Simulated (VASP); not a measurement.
# Cr (R-3m) in VASP: a series of runs

Cr is run at these levels: PBEsol; tasks: single point.

All numbers are computed with VASP 6.6.1; they aren't measurements. Logs are shortened: lines on timing, memory, paths and dates and some standing lists are left out, and cuts for length are marked.

**1. The cell of the first run**

It takes space group R-3m (No. 166, trigonal). The conventional cell has a = 2.065 Å, b = 2.065 Å, c = 10.118 Å, α = 90.00°, β = 90.00°, γ = 120.00°. Cr (site symmetry -3m) has 6 Cr at 2.07 Å within 2.7 Å.

**2. Single point, PBEsol**

Input file INCAR:

```
SYSTEM = Cr
PREC     = Accurate       ! precision mode
ENCUT    = 520            ! plane-wave cutoff, eV
EDIFF    = 1E-6           ! SCF threshold, eV
ISMEAR   = 0              ! smearing method
SIGMA    = 0.15           ! smearing width, eV
LREAL    = .False.        ! projectors in reciprocal space
LASPH    = .True.         ! aspherical terms in the spheres
NELM     = 100            ! most SCF steps
ALGO     = Fast           ! electronic algorithm
ISIF     = 2              ! what is computed and relaxed
LWAVE    = .False.        ! write WAVECAR
LCHARG   = .True.         ! write CHGCAR
GGA      = PS             ! functional
LELF     = .True.         ! ELF
LVHAR    = .True.       
NBANDS   = 12             ! bands
```

Input file KPOINTS:

```
Automatic mesh
0
Gamma
  24 24 24
  0 0 0
```

Input file POSCAR:

```
Cr
1.0
    0.9736059785      2.4340149464      2.4340149464
    2.4340149464      0.9736059785      2.4340149464
    2.4340149464      2.4340149464      0.9736059785
Cr
1
Direct
    0.0000000000      0.0000000000      0.0000000000
```

Potentials or basis: VASP PAW PBE potentials, release 64 (Cr_pv).

The run is started by

```console
> cat potpaw_PBE.64/Cr_pv/POTCAR > POTCAR
> mpirun -np 1 vasp_std > vasp.out
```

OUTCAR:

```text
SYSTEM = Cr
   PREC = Accurate
   ENCUT = 520
   EDIFF = 1E-6
   ISMEAR = 0
   LREAL = .False.
   LASPH = .True.
   NELM = 100
   ISIF = 2
   GGA = PS

 ion  position               nearest neighbor table
   1  0.000  0.000  0.000-

  LATTYP: Found a trigonal (rhomboedric) cell.
 ALAT       =     3.5772567870
 COS(alpha) =     0.8333333333

  Lattice vectors:

 A1 = (   0.9736059785,   2.4340149464,   2.4340149464)
 A2 = (   2.4340149464,   0.9736059785,   2.4340149464)
 A3 = (   2.4340149464,   2.4340149464,   0.9736059785)

Analysis of symmetry for initial positions (statically):
=====================================================================
 Subroutine PRICEL returns:
 Original cell was already a primitive cell.

 Routine SETGRP: Setting up the symmetry group for a
 trigonal (rhombohedral) supercell.

 Subroutine GETGRP returns: Found 12 space group operations
 (whereof 12 operations were pure point group operations)
 out of a pool of 12 trial point group operations.

The static configuration has the point symmetry D_3d.

Analysis of symmetry for dynamics (positions and initial velocities):
=====================================================================
 Subroutine PRICEL returns:
 Original cell was already a primitive cell.

 Routine SETGRP: Setting up the symmetry group for a
 trigonal (rhombohedral) supercell.

 Subroutine GETGRP returns: Found 12 space group operations
 (whereof 12 operations were pure point group operations)
 out of a pool of 12 trial point group operations.

The dynamic configuration has the point symmetry D_3d.

 Subroutine INISYM returns: Found 12 space group operations
 (whereof 12 operations are pure point group operations),
 and found     1 'primitive' translations

----------------------------------------------------------------------------------------

                                     Primitive cell

  volume of cell :      12.4590

  direct lattice vectors                    reciprocal lattice vectors
     0.973605978  2.434014946  2.434014946    -0.399431492  0.285308209  0.285308209
     2.434014946  0.973605978  2.434014946     0.285308209 -0.399431492  0.285308209
     2.434014946  2.434014946  0.973605978     0.285308209  0.285308209 -0.399431492

  length of vectors
     3.577256787  3.577256787  3.577256787     0.567756167  0.567756167  0.567756167

  position of ions in fractional coordinates (direct lattice)
     0.000000000  0.000000000  0.000000000

  ion indices of the primitive-cell ions
   primitive index   ion index
                 1           1

----------------------------------------------------------------------------------------

 KPOINTS: Automatic mesh

Automatic generation of k-mesh.
 Grid dimensions read from file:
 generate k-points for:   24   24   24

 Generating k-lattice:

  Cartesian coordinates                     Fractional coordinates (reciprocal lattice)
    -0.016642979  0.011887842  0.011887842     0.041666667  0.000000000  0.000000000
     0.011887842 -0.016642979  0.011887842     0.000000000  0.041666667  0.000000000
     0.011887842  0.011887842 -0.016642979     0.000000000  0.000000000  0.041666667

  Length of vectors
     0.023656507  0.023656507  0.023656507

  Shift w.r.t. Gamma in fractional coordinates (k-lattice)
     0.000000000  0.000000000  0.000000000

 Subroutine IBZKPT returns following result:
 ===========================================

 Found   1313 irreducible k-points:

 Following reciprocal coordinates:
            Coordinates               Weight
  0.000000  0.000000  0.000000      1.000000
  0.041667  0.000000  0.000000      6.000000
  0.083333  0.000000  0.000000      6.000000
  0.125000  0.000000  0.000000      6.000000
  0.166667  0.000000 -0.000000      6.000000
  0.208333  0.000000 -0.000000      6.000000
[... 16 lines left out ...]
  0.416667  0.041667 -0.000000     12.000000
  0.458333  0.041667  0.000000     12.000000
 [... further k-points ...]
   k-points           NKPTS =   1313   k-points in BZ     NKDIM =   1313   number of bands    NBANDS=     12
   number of dos      NEDOS =    301   number of ions     NIONS =      1
   total plane-waves  NPLWV =  21952
   dimension x,y,z NGX =    28 NGY =   28 NGZ =   28
   dimension x,y,z NGXF=    56 NGYF=   56 NGZF=   56
   ions per type =               1
   NGX,Y,Z   is equivalent  to a cutoff of  13.01, 13.01, 13.01 a.u.
   NGXF,Y,Z  is equivalent  to a cutoff of  26.02, 26.02, 26.02 a.u.
 SYSTEM =  Cr
   PREC   = accura    normal or accurate (medium, high low for compatibility)
   ISTART =      0    job   : 0-new  1-cont  2-samecut
   ICHARG =      2    charge: 1-file 2-atom 10-const
   ISPIN  =      1    spin polarized calculation?
   LNONCOLLINEAR =      F non collinear calculations
   LSORBIT =      F    spin-orbit coupling
   LASPH  =      T    aspherical Exc in radial PAW
   ENCUT  =  520.0 eV  38.22 Ry    6.18 a.u.   6.65  6.65  6.65*2*pi/ulx,y,z
   NELM   =    100;   NELMIN=  2; NELMDL= -5     # of ELM steps
   EDIFF  = 0.1E-05   stopping-criterion for ELM
   LREAL  =      F    real-space projection
   EDIFFG = 0.1E-04   stopping-criterion for IOM
   NSW    =      0    number of steps for IOM
   IBRION =     -1    ionic relax: 0-MD 1-quasi-New 2-CG
   NFREE  =      0    steps in history (QN), initial steepest desc. (CG)
   ISIF   =      2    stress and relaxation
   ISYM   =      2    0-nonsym 1-usesym 2-fastsym
   POTIM  = 0.5000    time-step for ionic-motion
   TEBEG  =    0.0;   TEEND  =   0.0 temperature during run
   PSTRESS=    0.0 pullay stress
   NELECT =      12.0000    total number of electrons
   NUPDOWN=      -1.0000    fix difference up-down
   EMIN   =  10.00;   EMAX   =-10.00  energy-range for DOS
   EFERMI =   0.00;   METHOD = LEGACY
   ISMEAR =     0;   SIGMA  =   0.15  broadening in eV -4-tet -1-fermi 0-gaus
   EFERMI_NEDOS =   21; number of points for ismear=-14 and -15
   IALGO  =     68    algorithm
   IMIX   =      4    mixing-type and parameters
     AMIX     =   0.40;   BMIX     =  1.00
     AMIX_MAG =   1.60;   BMIX_MAG =  1.00
  volume/ion in A,a.u.               =      12.46        84.08
  Fermi-wavevector in a.u.,A,eV,Ry     =   1.616742  3.055200 35.563658  2.613855
  Thomas-Fermi vector in A             =   2.711279
   LORBIT       =      0    0 simple, 1 ext, 2 COOP (PROOUT), +10 PAW based schemes
   GGA     = PS    functional components
   LHFCALC =     F    Hartree Fock is set to
   AEXX    =    0.0000 exact exchange contribution
   IVDW    =     0    specifies the selected vdW correction
   LEPSILON=     F    determine dielectric tensor
   LRPA    =     F    only Hartree local field effects (RPA)
 non-spin polarized calculation
 RMM-DIIS sequential band-by-band and
 Gauss-broadening in eV      SIGMA  =   0.15
  energy-cutoff  :      520.00
  volume of cell :       12.46
 maximum number of plane-waves:       347
   NGX = 13   NGY = 13   NGZ = 13

 number of electron      11.9999997 magnetization

 Free energy of the ion-electron system (eV)
  ---------------------------------------------------
  ext. energy  EPLUGINS =         0.00000000
  ---------------------------------------------------
  free energy    TOTEN  =        -7.31041245 eV

  energy without entropy =       -7.29760540  energy(sigma->0) =       -7.30400892

 E-fermi :  10.0208     XC(G=0): -12.8210

 val. band max:       10.0204532595   @ k =  -0.1667  -0.3750   0.1250
 cond. band min:      10.0231206250   @ k =  -0.2500  -0.2500   0.1667
 fundamental gap:      0.0026673655
 Fermi energy:        10.0207863536

 k-point     1 :       0.0000    0.0000    0.0000
  band No.  band energies     occupation
      1     -33.4040      2.00000
      2     -31.2324      2.00000
      3     -31.2324      2.00000
      4       3.0634      2.00000
      5       5.4220      2.00000
      6       9.1253      2.00000
      7       9.1253      2.00000
      8      13.1893      0.00000
      9      13.1893      0.00000
     10      15.5010      0.00000
     11      17.8236      0.00000
     12      24.2592      0.00000

 k-point     2 :       0.0417    0.0000    0.0000
  band No.  band energies     occupation
      1     -33.3920      2.00000
      2     -31.3065      2.00000
      3     -31.2478      2.00000
      4       3.1686      2.00000
      5       5.5065      2.00000
      6       9.0411      2.00000
      7       9.2154      2.00000
      8      12.7417      0.00000
      9      13.1647      0.00000
     10      15.9653      0.00000
     11      17.8235      0.00000
     12      24.3069      0.00000

 k-point     3 :       0.0833    0.0000    0.0000
  band No.  band energies     occupation
      1     -33.3568      2.00000
      2     -31.5221      2.00000
      3     -31.2931      2.00000
      4       3.4735      2.00000
      5       5.7500      2.00000
      6       8.8148      2.00000
      7       9.4820      2.00000
      8      11.8677      0.00000
      9      13.0927      0.00000
     10      16.8859      0.00000
     11      17.8231      0.00000
     12      24.4554      0.00000

 k-point     4 :       0.1250    0.0000    0.0000
  band No.  band energies     occupation
      1     -33.3004      2.00000
      2     -31.8598      2.00000
      3     -31.3646      2.00000
      4       3.9463      2.00000
      5       6.1047      2.00000
      6       8.5383      2.00000
      7       9.9145      1.68392
      8      10.9238      0.00000
      9      12.9795      0.00000
     10      17.8225      0.00000
     11      17.8975      0.00000
     12      24.7195      0.00000

 k-point     5 :       0.1667    0.0000   -0.0000
  band No.  band energies     occupation
      1     -33.2265      2.00000
      2     -32.2908      2.00000
      3     -31.4570      2.00000
      4       4.5329      2.00000
      5       6.4171      2.00000
      6       8.4278      2.00000
      7      10.0079      1.09636
      8      10.4947      0.00001
      9      12.8340      0.00000
     10      17.8217      0.00000
     11      18.8902      0.00000
     12      25.1201      0.00000
[... 228 lines left out ...]
      1     -34.0282      2.00000
      2     -32.9001      2.00000
      3     -31.8773      2.00000
      4       5.0530      2.00000
      5       6.7996      2.00000
      6       8.4993      2.00000
      7      10.8914      0.00000
      8      12.1491      0.00000
      9      13.4941      0.00000
     10      17.8183      0.00000
     11      21.4106      0.00000
     12      27.8476      0.00000

 k-point    22 :       0.3750    0.0417    0.0000
  band No.  band energies     occupation
      1     -34.4441      2.00000
      2     -32.8163      2.00000
      3     -31.9768      2.00000
      4       4.6725      2.00000
      5       6.4792      2.00000
      6       9.1722      2.00000
      7      11.9355      0.00000
      8      12.0253      0.00000
      9      14.3295      0.00000
     10      17.8174      0.00000
     11      22.0742      0.00000
     12      26.3859      0.00000

 k-point    23 :       0.4167    0.0417   -0.0000
  band No.  band energies     occupation
      1     -34.7783      2.00000
      2     -32.7472      2.00000
      3     -32.0572      2.00000
      4       4.3536      2.00000
      5       6.1489      2.00000
      6       9.9069      1.71712
      7      11.8589      0.00000
      8      12.9993      0.00000
      9      15.0686      0.00000
     10      17.8166      0.00000
     11      22.7142      0.00000
     12      24.5622      0.00000

 k-point    24 :       0.4583    0.0417    0.0000
  band No.  band energies     occupation
      1     -35.0118      2.00000
      2     -32.6980      2.00000
      3     -32.1136      2.00000
      4       4.1286      2.00000
      5       5.9105      2.00000
      6      10.4941      0.00001
      7      11.7698      0.00000
      8      13.8525      0.00000
      9      15.6595      0.00000
     10      17.8160      0.00000
     11      22.9069      0.00000
     12      23.4694      0.00000

 [... further k-points ...]

------------------------ aborting loop because EDIFF is reached ----------------------------------------

  FORCE on cell =-STRESS in cart. coord.  units (eV):
  Direction    XX          YY          ZZ          XY          YZ          ZX
  --------------------------------------------------------------------------------------
  -------------------------------------------------------------------------------------
  Total        5.6753828      5.6753828      5.6753828     -3.9868536     -3.9868536     -3.9868536
  in kB      729.8309499    729.8309499    729.8309499   -512.6930199   -512.6930199   -512.6930199
  external PRESSURE =     729.8309499 kB  Pullay stress =       0.0000000 kB

 VOLUME and BASIS-vectors are now :
 -----------------------------------------------------------------------------
  energy-cutoff  :      520.00
  volume of cell :       12.46
      direct lattice vectors                 reciprocal lattice vectors
     0.973605978  2.434014946  2.434014946    -0.399431492  0.285308209  0.285308209
     2.434014946  0.973605978  2.434014946     0.285308209 -0.399431492  0.285308209
     2.434014946  2.434014946  0.973605978     0.285308209  0.285308209 -0.399431492

 POSITION                                       TOTAL-FORCE (eV/Angst)
 -----------------------------------------------------------------------------------
      0.00000      0.00000      0.00000         0.000000     -0.000000      0.000000
 -----------------------------------------------------------------------------------
    total drift:                               -0.000000      0.000000      0.000000

  FREE ENERGIE OF THE ION-ELECTRON SYSTEM (eV)
  ---------------------------------------------------
  free  energy   TOTEN  =        -7.3104124461 eV

  energy  without entropy=       -7.2976054019  energy(sigma->0) =       -7.30400892
```

Wall time 4.1 min (1 thread of AMD EPYC 9R45 (Zen 5), shared host); peak memory 0.29 GiB.

What came out:

| Property | Result |
| --- | --- |
| Free energy | -7.3104 eV |
| Pressure | 73.0 GPa |
| Band gap on the k mesh | zero (band 6 reaches 11.57 eV, above the bottom of band 7 at 8.19 eV) |

Levels at points of the mesh, in eV from the Fermi level:
```tsv
k point	band 2	band 3	band 4	band 5	band 6	band 7	band 8	band 9	band 10	band 11
(0.00, 0.00, 0.00)	-41.25	-41.25	-6.96	-4.60	-0.90	-0.90	3.17	3.17	5.48	7.80
(0.50, 0.00, 0.00)	-42.69	-42.12	-6.14	-4.27	0.79	1.82	4.94	5.55	7.79	11.99
(0.50, 0.50, 0.00)	-42.70	-42.12	-6.14	-4.68	1.55	1.92	5.55	6.09	7.79	10.61
(0.50, 0.50, 0.50)	-41.25	-41.25	-5.41	-3.43	-0.90	-0.90	-0.30	3.19	3.19	7.80
```

Caveat: the PAW data sets were made with another functional, which shifts forces and pressure a little; the run has no spin polarisation, though such a crystal can be magnetic.

**3. Single point, PBEsol**

This run uses another cell than the first one, of the same volume but with other edges.

Input file INCAR:

```
SYSTEM = Cr
PREC = Accurate
ENCUT = 520
EDIFF = 1E-7
ISMEAR = 0
SIGMA = 0.15
LREAL = .False.
LASPH = .True.
NELM = 80
ALGO = Fast
ISIF = 2
LWAVE = .False.
LCHARG = .True.
GGA = PS
LELF = .True.
LVHAR = .True.
NBANDS = 12
```

Input file KPOINTS:

```
regular mesh
0
Gamma
  24 24 24
  0 0 0
```

Input file POSCAR:

```
Cr
1.0
   -0.3987540548      1.6637669183      1.6637669183
    1.6637669183     -0.3987540548      1.6637669183
    1.6637669183      1.6637669183     -0.3987540548
Cr
1
Direct
    0.0000000000      0.0000000000      0.0000000000
```

Potentials or basis: VASP PAW PBE potentials, release 64 (Cr_pv).

The run is started by

```console
> cat potpaw_PBE.64/Cr_pv/POTCAR > POTCAR
> mpirun -np 1 vasp_std > vasp.out
```

Wall time 82 s (1 thread of AMD EPYC 9R45 (Zen 5), shared host); peak memory 0.25 GiB.

Results (log left out):

```
Free energy            : -9.6843 eV
Pressure               : -13.8 GPa
Band gap on the k mesh : zero (band 6 reaches 11.31 eV, above the bottom of band 7 at 9.37 eV)
```

Stress tensor (GPa, compression positive):
```
-13.84  10.32  10.32
 10.32 -13.84  10.32
 10.32  10.32 -13.84
```

Levels at points of the mesh, in eV from the Fermi level:
```csv
k point,band 2,band 3,band 4,band 5,band 6,band 7,band 8,band 9,band 10,band 11
"(0.00, 0.00, 0.00)",-42.59,-42.37,-7.58,-2.43,-2.43,1.60,1.68,1.68,7.30,18.44
"(0.50, 0.00, 0.00)",-42.55,-42.42,-3.78,-2.23,-0.45,0.93,1.49,1.68,7.29,7.67
"(0.50, 0.50, 0.00)",-43.13,-42.47,-4.40,-2.90,1.40,1.65,3.30,3.89,7.30,9.94
"(0.50, 0.50, 0.50)",-43.00,-43.00,-4.06,-1.92,-1.92,3.18,3.18,5.45,7.30,13.30
```

Caveat: the PAW data sets were made with another functional, which shifts forces and pressure a little; the run has no spin polarisation, though such a crystal can be magnetic.
